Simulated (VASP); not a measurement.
S, 2 atoms in the cell. It takes space group P6_3/mmc (No. 194, hexagonal). Conventional cell: a = 3.269 Å, b = 3.269 Å, c = 3.590 Å, α = 90.00°, β = 90.00°, γ = 120.00°. S (site symmetry -6m2) has 12 S at 2.60 to 3.27 Å within 3.4 Å. This isn't the form of S at room conditions, which is orthorhombic, of S8 rings.

* Program: VASP 6.6.1
* Task: relaxation of cell and atoms
* Functional: r2SCAN
* Potentials or basis: VASP PAW PBE potentials, release 64 (S)
* Cutoff: 600 eV
* k mesh: 6 × 6 × 6
* Occupations: gaussian, width 0.1 eV
* Spin: no spin polarisation
* Dipole correction: no
* Further INCAR settings: ALGO = Normal; EDIFF = 1e-07; IBRION = 2; EDIFFG = -0.04; NSW = 90; ISIF = 3

Potentials or basis: VASP PAW PBE potentials, release 64 (S).

Run with:

```sh
$ cat potpaw_PBE.64/S/POTCAR > POTCAR
$ cp INCAR.step1 INCAR
$ mpirun -np 1 vasp_std > vasp.out
$ cp INCAR.step2 INCAR
$ mpirun -np 1 vasp_std > vasp.out
```

Hardware: 1 thread of Intel(R) Xeon(R) 6975P-C (Granite Rapids), with other jobs on the host.

Problem. How long does it take, and how much memory?

Solution. Run time: 120 s on 1 thread of Intel(R) Xeon(R) 6975P-C (Granite Rapids) (shared host), peak memory 0.16 GiB. Counts: k points 28, ion steps 6.
